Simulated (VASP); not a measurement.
# Ba (Pm-3m) in VASP: a series of runs

Ba is run at these levels: LDA; tasks: relaxation of cell and atoms, single point.

Program: VASP 6.6.1. These are calculated values, not measurements. Logs are shortened: lines on timing, memory, paths and dates and some standing lists are left out, and cuts for length are marked.

## Step 1: The cell of the first run

Symmetry: Pm-3m, No. 221, cubic system. The conventional cell has a = 4.072 Å, b = 4.072 Å, c = 4.072 Å, α = 90.00°, β = 90.00°, γ = 90.00°. Within 5.3 Å of Ba (site symmetry m-3m) lie 6 Ba at 4.07 Å.

This isn't the form of Ba at room conditions, which is bcc.

## Step 2: Relaxation of cell and atoms, LDA

Contents of INCAR:

```
  PREC = Accurate
  ENCUT = 600
  EDIFF = 1E-7
  ISMEAR = -1
  SIGMA = 0.1
  LREAL = F
  LASPH = T
  NELM = 80
  ALGO = Normal
  ISIF = 3
  LWAVE = F
  LCHARG = F
  IBRION = 2
  NSW = 80
  EDIFFG = -0.01
```

Contents of KPOINTS:

```
regular mesh
0
Gamma
  8 8 8
```

Contents of POSCAR:

```
Ba
1.0
    4.0716264249      0.0000000000      0.0000000000
    0.0000000000      4.0716264249      0.0000000000
    0.0000000000      0.0000000000      4.0716264249
Ba
1
Direct
    0.0000000000      0.0000000000      0.0000000000
```

Potentials or basis: VASP PAW LDA potentials, release 64 (Ba_sv).

The run is started by

```
> cat potpaw_LDA.64/Ba_sv/POTCAR > POTCAR
> mpirun -np 1 vasp_std > vasp.out
```

OUTCAR:

```text
PREC = Accurate
   ENCUT = 600
   EDIFF = 1E-7
   ISMEAR = -1
   LREAL = F
   LASPH = T
   NELM = 80
   ISIF = 3
   IBRION = 2
   NSW = 80
   EDIFFG = -0.01

 ion  position               nearest neighbor table
   1  0.000  0.000  0.000-

  LATTYP: Found a simple cubic cell.
 ALAT       =     4.0716264249

  Lattice vectors:

 A1 = (   4.0716264249,   0.0000000000,   0.0000000000)
 A2 = (   0.0000000000,   4.0716264249,   0.0000000000)
 A3 = (   0.0000000000,   0.0000000000,   4.0716264249)

Analysis of symmetry for initial positions (statically):
=====================================================================
 Subroutine PRICEL returns:
 Original cell was already a primitive cell.

 Routine SETGRP: Setting up the symmetry group for a
 simple cubic supercell.

 Subroutine GETGRP returns: Found 48 space group operations
 (whereof 48 operations were pure point group operations)
 out of a pool of 48 trial point group operations.

The static configuration has the point symmetry O_h .

Analysis of symmetry for dynamics (positions and initial velocities):
=====================================================================
 Subroutine PRICEL returns:
 Original cell was already a primitive cell.

 Routine SETGRP: Setting up the symmetry group for a
 simple cubic supercell.

 Subroutine GETGRP returns: Found 48 space group operations
 (whereof 48 operations were pure point group operations)
 out of a pool of 48 trial point group operations.

The dynamic configuration has the point symmetry O_h .

 Subroutine INISYM returns: Found 48 space group operations
 (whereof 48 operations are pure point group operations),
 and found     1 'primitive' translations

----------------------------------------------------------------------------------------

                                     Primitive cell

  volume of cell :      67.5000

  direct lattice vectors                    reciprocal lattice vectors
     4.071626425  0.000000000  0.000000000     0.245602100  0.000000000  0.000000000
     0.000000000  4.071626425  0.000000000     0.000000000  0.245602100  0.000000000
     0.000000000  0.000000000  4.071626425     0.000000000  0.000000000  0.245602100

  length of vectors
     4.071626425  4.071626425  4.071626425     0.245602100  0.245602100  0.245602100

  position of ions in fractional coordinates (direct lattice)
     0.000000000  0.000000000  0.000000000

  ion indices of the primitive-cell ions
   primitive index   ion index
                 1           1

----------------------------------------------------------------------------------------

 KPOINTS: regular mesh

Automatic generation of k-mesh.
 Grid dimensions read from file:
 generate k-points for:    8    8    8

 Generating k-lattice:

  Cartesian coordinates                     Fractional coordinates (reciprocal lattice)
     0.030700262  0.000000000  0.000000000     0.125000000  0.000000000  0.000000000
     0.000000000  0.030700262  0.000000000     0.000000000  0.125000000  0.000000000
     0.000000000  0.000000000  0.030700262     0.000000000  0.000000000  0.125000000

  Length of vectors
     0.030700262  0.030700262  0.030700262

  Shift w.r.t. Gamma in fractional coordinates (k-lattice)
     0.000000000  0.000000000  0.000000000

 Subroutine IBZKPT returns following result:
 ===========================================

 Found     35 irreducible k-points:

 Following reciprocal coordinates:
            Coordinates               Weight
  0.000000  0.000000  0.000000      1.000000
  0.125000  0.000000  0.000000      6.000000
  0.250000  0.000000  0.000000      6.000000
  0.375000  0.000000  0.000000      6.000000
  0.500000  0.000000  0.000000      3.000000
  0.125000  0.125000  0.000000     12.000000
[... 16 lines left out ...]
  0.375000  0.375000  0.125000     24.000000
  0.500000  0.375000  0.125000     24.000000
 [... further k-points ...]
   k-points           NKPTS =     35   k-points in BZ     NKDIM =     35   number of bands    NBANDS=      9
   number of dos      NEDOS =    301   number of ions     NIONS =      1
   total plane-waves  NPLWV =  46656
   dimension x,y,z NGX =    36 NGY =   36 NGZ =   36
   dimension x,y,z NGXF=    72 NGYF=   72 NGZF=   72
   ions per type =               1
   NGX,Y,Z   is equivalent  to a cutoff of  14.70, 14.70, 14.70 a.u.
   NGXF,Y,Z  is equivalent  to a cutoff of  29.40, 29.40, 29.40 a.u.
 SYSTEM =  unknown system
   PREC   = accura    normal or accurate (medium, high low for compatibility)
   ISTART =      0    job   : 0-new  1-cont  2-samecut
   ICHARG =      2    charge: 1-file 2-atom 10-const
   ISPIN  =      1    spin polarized calculation?
   LNONCOLLINEAR =      F non collinear calculations
   LSORBIT =      F    spin-orbit coupling
   LASPH  =      T    aspherical Exc in radial PAW
   ENCUT  =  600.0 eV  44.10 Ry    6.64 a.u.   8.13  8.13  8.13*2*pi/ulx,y,z
   NELM   =     80;   NELMIN=  2; NELMDL= -5     # of ELM steps
   EDIFF  = 0.1E-06   stopping-criterion for ELM
   LREAL  =      F    real-space projection
   EDIFFG = -.1E-01   stopping-criterion for IOM
   NSW    =     80    number of steps for IOM
   IBRION =      2    ionic relax: 0-MD 1-quasi-New 2-CG
   NFREE  =      1    steps in history (QN), initial steepest desc. (CG)
   ISIF   =      3    stress and relaxation
   ISYM   =      2    0-nonsym 1-usesym 2-fastsym
   POTIM  = 0.5000    time-step for ionic-motion
   TEBEG  =    0.0;   TEEND  =   0.0 temperature during run
   PSTRESS=    0.0 pullay stress
   NELECT =      10.0000    total number of electrons
   NUPDOWN=      -1.0000    fix difference up-down
   EMIN   =  10.00;   EMAX   =-10.00  energy-range for DOS
   EFERMI =   0.00;   METHOD = LEGACY
   ISMEAR =    -1;   SIGMA  =   0.10  broadening in eV -4-tet -1-fermi 0-gaus
   EFERMI_NEDOS =   21; number of points for ismear=-14 and -15
   IALGO  =     38    algorithm
   IMIX   =      4    mixing-type and parameters
     AMIX     =   0.40;   BMIX     =  1.00
     AMIX_MAG =   1.60;   BMIX_MAG =  1.00
  volume/ion in A,a.u.               =      67.50       455.51
  Fermi-wavevector in a.u.,A,eV,Ry     =   0.866244  1.636964 10.209522  0.750379
  Thomas-Fermi vector in A             =   1.984605
   LORBIT       =      0    0 simple, 1 ext, 2 COOP (PROOUT), +10 PAW based schemes
   GGA     = CA    functional components
   LHFCALC =     F    Hartree Fock is set to
   AEXX    =    0.0000 exact exchange contribution
   IVDW    =     0    specifies the selected vdW correction
   LEPSILON=     F    determine dielectric tensor
   LRPA    =     F    only Hartree local field effects (RPA)
 conjugate gradient relaxation of ions
 non-spin polarized calculation
  energy-cutoff  :      600.00
  volume of cell :       67.50
 maximum number of plane-waves:      2301
 NGX is ok and might be reduce to    36
   NGX = 17   NGY = 17   NGZ = 17

--------------------------------------- Ionic step        1  -------------------------------------------

 number of electron      10.0000000 magnetization

 Free energy of the ion-electron system (eV)
  ---------------------------------------------------
  ext. energy  EPLUGINS =         0.00000000
  ---------------------------------------------------
  free energy    TOTEN  =        -1.89067710 eV

  energy without entropy =       -1.84115939  energy(sigma->0) =       -1.86591824

------------------------ aborting loop because EDIFF is reached ----------------------------------------

  FORCE on cell =-STRESS in cart. coord.  units (eV):
  Direction    XX          YY          ZZ          XY          YZ          ZX
  --------------------------------------------------------------------------------------
  -------------------------------------------------------------------------------------
  Total       -0.6344037     -0.6344037     -0.6344037     -0.0000000      0.0000000     -0.0000000
  in kB      -15.0581818    -15.0581818    -15.0581818     -0.0000000      0.0000000     -0.0000000
  external PRESSURE =     -15.0581818 kB  Pullay stress =       0.0000000 kB
[... 125 lines left out ...]
  energy  without entropy=       -1.9391346012  energy(sigma->0) =       -1.95855773

--------------------------------------- Ionic step        5  -------------------------------------------

 number of electron      10.0000000 magnetization

 Free energy of the ion-electron system (eV)
  ---------------------------------------------------
  ext. energy  EPLUGINS =         0.00000000
  ---------------------------------------------------
  free energy    TOTEN  =        -1.97808098 eV

  energy without entropy =       -1.93907181  energy(sigma->0) =       -1.95857639

 E-fermi :   2.0064     XC(G=0):  -8.2434

 val. band max:        1.9451211106   @ k =   0.1250   0.0000   0.0000
 cond. band min:       2.0961098607   @ k =   0.5000   0.3750   0.3750
 fundamental gap:      0.1509887501
 Fermi energy:         2.0064017195

 k-point     1 :       0.0000    0.0000    0.0000
  band No.  band energies     occupation
      1     -26.8730      2.00000
      2     -11.5173      2.00000
      3     -11.5173      2.00000
      4     -11.5173      2.00000
      5      -0.5686      2.00000
      6       1.8614      1.61987
      7       1.8614      1.61987
      8       7.7760      0.00000
      9       7.7760      0.00000
[... 265 lines left out ...]
 k-point    24 :       0.5000    0.3750    0.1250
  band No.  band energies     occupation
      1     -26.6496      2.00000
      2     -12.4946      2.00000
      3     -12.3255      2.00000
      4     -11.4831      2.00000
      5       1.0948      1.99978
      6       3.1725      0.00002
      7       4.1187      0.00000
      8       4.5101      0.00000
      9       6.6299      0.00000

 [... further k-points ...]

------------------------ aborting loop because EDIFF is reached ----------------------------------------

  FORCE on cell =-STRESS in cart. coord.  units (eV):
  Direction    XX          YY          ZZ          XY          YZ          ZX
  --------------------------------------------------------------------------------------
  -------------------------------------------------------------------------------------
  Total       -0.0028804     -0.0028804     -0.0028804      0.0000000      0.0000000     -0.0000000
  in kB       -0.0886537     -0.0886537     -0.0886537      0.0000000      0.0000000     -0.0000000
  external PRESSURE =      -0.0886537 kB  Pullay stress =       0.0000000 kB
[... 16 lines left out ...]
  FREE ENERGIE OF THE ION-ELECTRON SYSTEM (eV)
  ---------------------------------------------------
  free  energy   TOTEN  =        -1.9780809827 eV

  energy  without entropy=       -1.9390718072  energy(sigma->0) =       -1.95857639

 reached required accuracy - stopping structural energy minimisation
```

Run time: 100 s. Hardware: 1 thread of Intel Xeon 8259CL, shared host; peak memory 0.19 GiB.

What came out:

```yaml
Free_energy: -1.9781 eV
Relaxed_volume: 52.05 Å³/atom
Relaxed_cell: a = 3.734 Å, b = 3.734 Å, c = 3.734 Å, α = 90.00°, β = 90.00°, γ = 90.00°
Space_group_after_relaxing_to_0.1_Å: Pm-3m (No. 221)
Energy_gained_by_relaxing: 87.4 meV/atom
Ionic_steps: 5
Pressure_after_relaxing: 0.0 GPa
Band_gap_on_the_k_mesh: zero (bands 5 and 6 overlap by 0.33 eV)
```

The path:
| step | energy change (eV) | largest force (eV/Å) | pressure (GPa) | volume (Å³) |
| --- | --- | --- | --- | --- |
| 1 | 0.0000 | 0.0000 | -1.51 | 67.50 |
| 2 | -0.0501 | 0.0000 | -1.13 | 61.49 |
| 3 | -0.0839 | 0.0000 | -0.41 | 54.68 |
| 4 | -0.0873 | 0.0000 | 0.07 | 51.64 |
| 5 | -0.0874 | 0.0000 | -0.01 | 52.05 |

Final structure:
```
CELL_PARAMETERS angstrom
3.73382 0.00000 0.00000
0.00000 3.73382 0.00000
0.00000 0.00000 3.73382
ATOMIC_POSITIONS crystal
Ba 0.00000 0.00000 0.00000
```

Caveat: the volume moved by over 15 % at a fixed basis, so the end points are rough; spin-orbit coupling is left out, which moves the levels of the heavy elements.

## Step 3: Single point, LDA, non-collinear spin, zero start, spin-orbit coupling

This run uses another cell than the first one, of 50.71 Å³/atom.

Contents of INCAR:

```
PREC = Accurate ; ENCUT = 520
EDIFF = 1E-6 ; ISMEAR = -1
SIGMA = 0.1 ; LREAL = F
LASPH = T ; NELM = 150
ALGO = Normal ; ISIF = 2
LWAVE = F ; LCHARG = F
MAGMOM = 0 0 0 ; LORBIT = 11
LSORBIT = T ; GGA_COMPAT = F
LORBMOM = T ; GGA = CA
NBANDS = 21
```

Contents of KPOINTS:

```
Automatic mesh
0
Gamma
  9 9 9
```

Contents of POSCAR:

```
Ba
1.0
    3.7014042949      0.0000000000      0.0000000000
    0.0000000000      3.7014042949      0.0000000000
    0.0000000000      0.0000000000      3.7014042949
Ba
1
Direct
    0.0000000000      0.0000000000      0.0000000000
```

Potentials or basis: VASP PAW LDA potentials, release 64 (Ba_sv).

The run is started by

```
> cat potpaw_LDA.64/Ba_sv/POTCAR > POTCAR
> mpirun -np 1 vasp_ncl > vasp.out
```

Run time: 67 s. Hardware: 1 thread of Intel Xeon 8259CL, shared host; peak memory 0.23 GiB.

It converged, with:

```yaml
Free_energy: -2.1848 eV
Pressure: 0.3 GPa
Net_moment: 0.00 μB per cell
Valence_electrons_inside_the_program's_atomic_spheres: Ba 8.00
```

Moments on the atoms (μB; x, y, z):
```
Ba  0.00 0.00 0.00
```
